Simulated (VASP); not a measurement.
# Hf3Si2F (P-6m2) in VASP: further runs

Hf3Si2F is run at these levels: PBE; tasks: single point.

All numbers are computed with VASP 6.6.1; they aren't measurements. Logs are shortened: lines on timing, memory, paths and dates and some standing lists are left out, and cuts for length are marked.

**1. The cell of the first run**

Symmetry: P-6m2, No. 187, hexagonal system. Conventional cell: a = 4.503 Å, b = 4.503 Å, c = 5.896 Å, α = 90.00°, β = 90.00°, γ = 120.00°. Hf (site symmetry -6m2) has 3 Hf at 2.60 Å and 6 Si at 2.89 Å and 2 F at 2.95 Å within 3.4 Å. Hf (site symmetry -6m2) has 3 F at 2.60 Å and 2 Hf at 2.95 Å and 6 Si at 3.09 Å within 3.4 Å. Within 3.4 Å of Hf (site symmetry -6m2) lie 5 Hf at 2.60 to 2.95 Å and 6 Si at 2.89 Å. Si (site symmetry 3m) has 2 Si at 2.55 to 3.35 Å and 9 Hf at 2.89 to 3.09 Å and 3 F at 3.09 Å within 3.4 Å. F (site symmetry -6m2) has 5 Hf at 2.60 to 2.95 Å and 6 Si at 3.09 Å within 3.4 Å.

**2. Single point, PBE**

The input, INCAR:

```
ALGO = Normal
EDIFF = 1E-6
ENCUT = 520
GGA = PE
ISIF = 2
ISMEAR = 0
LASPH = True
LCHARG = False
LREAL = False
LWAVE = False
NBANDS = 32
NELM = 60
PREC = Accurate
SIGMA = 0.1
```

The input, KPOINTS:

```
k-points
0
Gamma
  6 6 2
```

The input, POSCAR:

```
Hf3Si2F
1.0
    4.5026448535     -0.0000000032      0.0000000000
   -2.2513224240      3.8994048289      0.0000000000
    0.0000000000      0.0000000000      5.8959954045
Hf Si F
3 2 1
Direct
    0.0000000000      0.0000000000      0.5000000000
    0.3333333333      0.6666666667      0.0000000000
    0.3333333333      0.6666666667      0.5000000000
    0.6666666667      0.3333333333      0.2839373660
    0.6666666667      0.3333333333      0.7160626340
    0.0000000000      0.0000000000      0.0000000000
```

Potentials or basis: VASP PAW PBE potentials, release 64 (Hf_pv, Si, F).

On the command line:

```sh
> cat potpaw_PBE.64/Hf_pv/POTCAR potpaw_PBE.64/Si/POTCAR potpaw_PBE.64/F/POTCAR > POTCAR
> mpirun -np 1 vasp_std > vasp.out
```

OUTCAR:

```text
EDIFF = 1E-6
   ENCUT = 520
   GGA = PE
   ISIF = 2
   ISMEAR = 0
   LASPH = True
   LREAL = False
   NELM = 60
   PREC = Accurate

 ion  position               nearest neighbor table
   1  0.000  0.000  0.500-   3 2.60   3 2.60   3 2.60   5 2.89   4 2.89   5 2.89   4 2.89   5 2.89
                             4 2.89
   2  0.333  0.667  0.000-   6 2.60   6 2.60   6 2.60   3 2.95   3 2.95   4 3.09   5 3.09   4 3.09
                             5 3.09   5 3.09   4 3.09
   3  0.333  0.667  0.500-   1 2.60   1 2.60   1 2.60   4 2.89   5 2.89   4 2.89   5 2.89   5 2.89
                             4 2.89   2 2.95   2 2.95
   4  0.667  0.333  0.284-   5 2.55   3 2.89   3 2.89   1 2.89   1 2.89   1 2.89   3 2.89   2 3.09
                             2 3.09   2 3.09
   5  0.667  0.333  0.716-   4 2.55   3 2.89   3 2.89   1 2.89   1 2.89   1 2.89   3 2.89   2 3.09
                             2 3.09   2 3.09
   6  0.000  0.000  0.000-   2 2.60   2 2.60   2 2.60

  LATTYP: Found a hexagonal cell.
 ALAT       =     4.5026448535
 C/A-ratio  =     1.3094515771

  Lattice vectors:

 A1 = (   4.5026448535,  -0.0000000032,   0.0000000000)
 A2 = (  -2.2513224240,   3.8994048289,   0.0000000000)
 A3 = (   0.0000000000,   0.0000000000,   5.8959954045)

Analysis of symmetry for initial positions (statically):
=====================================================================
 Subroutine PRICEL returns:
 Original cell was already a primitive cell.

 Routine SETGRP: Setting up the symmetry group for a
 hexagonal supercell.

 Subroutine GETGRP returns: Found 12 space group operations
 (whereof 12 operations were pure point group operations)
 out of a pool of 24 trial point group operations.

The static configuration has the point symmetry D_3h.

Analysis of symmetry for dynamics (positions and initial velocities):
=====================================================================
 Subroutine PRICEL returns:
 Original cell was already a primitive cell.

 Routine SETGRP: Setting up the symmetry group for a
 hexagonal supercell.

 Subroutine GETGRP returns: Found 12 space group operations
 (whereof 12 operations were pure point group operations)
 out of a pool of 24 trial point group operations.

The dynamic configuration has the point symmetry D_3h.

 Subroutine INISYM returns: Found 12 space group operations
 (whereof 12 operations are pure point group operations),
 and found     1 'primitive' translations

----------------------------------------------------------------------------------------

[... 94 lines left out ...]
   NFREE  =      0    steps in history (QN), initial steepest desc. (CG)
   ISIF   =      2    stress and relaxation
   ISYM   =      2    0-nonsym 1-usesym 2-fastsym
   POTIM  = 0.5000    time-step for ionic-motion
   TEBEG  =    0.0;   TEEND  =   0.0 temperature during run
   PSTRESS=    0.0 pullay stress
   NELECT =      45.0000    total number of electrons
   NUPDOWN=      -1.0000    fix difference up-down
   EMIN   =  10.00;   EMAX   =-10.00  energy-range for DOS
   EFERMI =   0.00;   METHOD = LEGACY
   ISMEAR =     0;   SIGMA  =   0.10  broadening in eV -4-tet -1-fermi 0-gaus
   EFERMI_NEDOS =   21; number of points for ismear=-14 and -15
   IALGO  =     38    algorithm
   IMIX   =      4    mixing-type and parameters
     AMIX     =   0.40;   BMIX     =  1.00
     AMIX_MAG =   1.60;   BMIX_MAG =  1.00
  volume/ion in A,a.u.               =      17.25       116.43
  Fermi-wavevector in a.u.,A,eV,Ry     =   1.240142  2.343528 20.925097  1.537951
  Thomas-Fermi vector in A             =   2.374595
   LORBIT       =      0    0 simple, 1 ext, 2 COOP (PROOUT), +10 PAW based schemes
   GGA     = PE    functional components
   LHFCALC =     F    Hartree Fock is set to
   AEXX    =    0.0000 exact exchange contribution
   IVDW    =     0    specifies the selected vdW correction
   LEPSILON=     F    determine dielectric tensor
   LRPA    =     F    only Hartree local field effects (RPA)
 non-spin polarized calculation
 Gauss-broadening in eV      SIGMA  =   0.10
  energy-cutoff  :      520.00
  volume of cell :      103.52
 maximum number of plane-waves:      2830
 NGX is ok and might be reduce to    36
   NGX = 17   NGY = 17   NGZ = 21

 number of electron      44.9999996 magnetization

 Free energy of the ion-electron system (eV)
  ---------------------------------------------------
  ext. energy  EPLUGINS =         0.00000000
  ---------------------------------------------------
  free energy    TOTEN  =       -44.96065956 eV

  energy without entropy =      -44.94782320  energy(sigma->0) =      -44.95424138

 E-fermi :   6.3315     XC(G=0): -11.1739

 val. band max:        6.3180626091   @ k =   0.3333   0.3333   0.0000
 cond. band min:       6.3320415093   @ k =   0.1667   0.0000   0.5000
 fundamental gap:      0.0139789002
 Fermi energy:         6.3315484658

 k-point     1 :       0.0000    0.0000    0.0000
  band No.  band energies     occupation
      1     -25.7933      2.00000
      2     -25.7933      2.00000
      3     -25.5911      2.00000
      4     -25.0095      2.00000
      5     -25.0095      2.00000
      6     -24.6075      2.00000
[... 479 lines left out ...]
     31       9.3525      0.00000
     32       9.5122      0.00000

------------------------ aborting loop because EDIFF is reached ----------------------------------------

  FORCE on cell =-STRESS in cart. coord.  units (eV):
  Direction    XX          YY          ZZ          XY          YZ          ZX
  --------------------------------------------------------------------------------------
  -------------------------------------------------------------------------------------
  Total       -0.3463775     -0.3463775     -0.2722423      0.0000000     -0.0000000      0.0000000
  in kB       -5.3608927     -5.3608927     -4.2135007      0.0000000     -0.0000000      0.0000000
  external PRESSURE =      -4.9784287 kB  Pullay stress =       0.0000000 kB

 VOLUME and BASIS-vectors are now :
 -----------------------------------------------------------------------------
  energy-cutoff  :      520.00
  volume of cell :      103.52
      direct lattice vectors                 reciprocal lattice vectors
     4.502644853 -0.000000003  0.000000000     0.222091689  0.128224696  0.000000000
    -2.251322424  3.899404829  0.000000000     0.000000000  0.256449393  0.000000000
     0.000000000  0.000000000  5.895995404     0.000000000  0.000000000  0.169606645

 POSITION                                       TOTAL-FORCE (eV/Angst)
 -----------------------------------------------------------------------------------
      0.00000      0.00000      2.94800         0.000000      0.000000      0.000000
      0.00000      2.59960      0.00000        -0.000000      0.000000      0.000000
      0.00000      2.59960      2.94800         0.000000     -0.000000      0.000000
      2.25132      1.29980      1.67409        -0.000000      0.000000     -0.022062
      2.25132      1.29980      4.22190        -0.000000      0.000000      0.022062
      0.00000      0.00000      0.00000         0.000000      0.000000      0.000000
 -----------------------------------------------------------------------------------
    total drift:                                0.000000     -0.000000     -0.000000

  FREE ENERGIE OF THE ION-ELECTRON SYSTEM (eV)
  ---------------------------------------------------
  free  energy   TOTEN  =       -44.9606595616 eV

  energy  without entropy=      -44.9478231993  energy(sigma->0) =      -44.95424138
```

OSZICAR:

```text
N       E                     dE             d eps       ncg     rms          rms(c)
DAV:   1     0.178427383747E+03    0.17843E+03   -0.23033E+04   896   0.130E+03
DAV:   2    -0.374746319481E+02   -0.21590E+03   -0.20524E+03  1040   0.315E+02
DAV:   3    -0.485537880080E+02   -0.11079E+02   -0.10777E+02  1216   0.510E+01
DAV:   4    -0.487150176165E+02   -0.16123E+00   -0.16091E+00  1096   0.648E+00
DAV:   5    -0.487182398122E+02   -0.32222E-02   -0.32203E-02  1184   0.825E-01    0.747E+01
DAV:   6    -0.452146211676E+02    0.35036E+01   -0.10451E+01  1144   0.152E+01    0.402E+01
DAV:   7    -0.450739575009E+02    0.14066E+00   -0.30066E+00  1128   0.855E+00    0.167E+01
DAV:   8    -0.449881677679E+02    0.85790E-01   -0.67361E-01  1144   0.428E+00    0.272E+00
DAV:   9    -0.449681749671E+02    0.19993E-01   -0.22381E-01  1136   0.196E+00    0.165E+00
DAV:  10    -0.449609400163E+02    0.72350E-02   -0.23946E-02  1128   0.789E-01    0.526E-01
DAV:  11    -0.449607669663E+02    0.17305E-03   -0.45495E-03  1168   0.323E-01    0.223E-01
DAV:  12    -0.449606639255E+02    0.10304E-03   -0.53972E-04  1120   0.136E-01    0.125E-01
DAV:  13    -0.449606603438E+02    0.35817E-05   -0.71590E-05  1144   0.418E-02    0.554E-02
DAV:  14    -0.449606599364E+02    0.40733E-06   -0.10635E-05  1104   0.187E-02    0.859E-03
DAV:  15    -0.449606595616E+02    0.37483E-06   -0.14057E-06   744   0.748E-03
   1 F= -.44960660E+02 E0= -.44954241E+02  d E =-.128364E-01
```

It took 60 s on 1 thread of Intel Xeon Platinum 8488C (Sapphire Rapids), shared host; peak memory 0.25 GiB.

Results:

```yaml
Free_energy: -44.9607 eV
Pressure: -0.5 GPa
Largest_force: 0.022 eV/Å
```

Forces on the atoms (eV/Å):
```
Hf   0.000  0.000  0.000
Hf   0.000  0.000  0.000
Hf   0.000  0.000  0.000
Si   0.000  0.000 -0.022
Si   0.000  0.000  0.022
F    0.000  0.000  0.000
```

Caveat: the k points lie up to 0.53 Å⁻¹ apart; spin-orbit coupling is left out, which moves the levels of the heavy elements; an odd number of electrons without spin polarisation forces a metal; a magnetic or distorted state may lie lower.

**3. Single point, PBE**

This run uses another cell than the first one, of 19.51 Å³/atom, 1.131 times its volume.

The input, INCAR:

```
  PREC = Accurate
  ENCUT = 520
  EDIFF = 1E-7
  ISMEAR = 0
  SIGMA = 0.1
  LREAL = False
  LASPH = True
  NELM = 80
  ALGO = Normal
  ISIF = 2
  LWAVE = False
  LCHARG = True
  GGA = PE
  LELF = True
  LVHAR = True
  NBANDS = 32
```

The input, KPOINTS:

```
regular mesh
0
Gamma
  6 6 2
```

The input, POSCAR:

```
Hf3Si2F
1.0
    4.0611062900      0.0000000000      0.0000000000
   -2.0305531400      3.5170212100      0.0000000000
    0.0000000000      0.0000000000      8.1969617400
Hf Si F
3 2 1
Direct
    0.0000000000      0.0000000000      0.5000000000
    0.3333333300      0.6666666700      0.0000000000
    0.3333333300      0.6666666700      0.5000000000
    0.6666666700      0.3333333300      0.2494100000
    0.6666666700      0.3333333300      0.7505900000
    0.0000000000      0.0000000000      0.0000000000
```

Potentials or basis: VASP PAW PBE potentials, release 64 (Hf_pv, Si, F).

On the command line:

```sh
> cat potpaw_PBE.64/Hf_pv/POTCAR potpaw_PBE.64/Si/POTCAR potpaw_PBE.64/F/POTCAR > POTCAR
> mpirun -np 1 vasp_std > vasp.out
```

It took 2.1 min on 1 thread of Intel Xeon Platinum 8488C (Sapphire Rapids), shared host; peak memory 0.25 GiB.

Results (log left out):

```
Free energy   : -40.4799 eV
Pressure      : -0.3 GPa
Largest force : 1.720 eV/Å
```

Forces on the atoms (eV/Å):
```
Hf   0.000  0.000  0.000
Hf   0.000  0.000  0.000
Hf   0.000  0.000  0.000
Si   0.000  0.000  1.720
Si   0.000  0.000 -1.720
F    0.000  0.000  0.000
```

Stress tensor (GPa, compression positive):
```
 11.48   0.00   0.00
  0.00  11.48   0.00
  0.00   0.00 -23.72
```

Levels at points of the mesh, in eV from the Fermi level:
| k point | band 19 | band 20 | band 21 | band 22 | band 23 | band 24 | band 25 | band 26 |
| --- | --- | --- | --- | --- | --- | --- | --- | --- |
| (0.00, 0.00, 0.00) | -0.67 | -0.40 | -0.40 | 0.01 | 0.01 | 0.29 | 1.13 | 1.60 |
| (0.50, 0.00, 0.00) | -2.37 | -1.62 | -1.14 | -1.14 | -0.14 | 0.05 | 0.47 | 1.15 |
| (0.00, 0.00, 0.50) | -0.56 | -0.52 | -0.52 | 0.21 | 0.32 | 0.32 | 0.69 | 0.70 |
| (0.50, 0.00, 0.50) | -2.37 | -2.33 | -1.42 | -0.51 | -0.41 | 0.44 | 0.97 | 1.32 |

Caveat: the k points lie up to 0.38 Å⁻¹ apart; spin-orbit coupling is left out, which moves the levels of the heavy elements; an odd number of electrons without spin polarisation forces a metal; a magnetic or distorted state may lie lower.
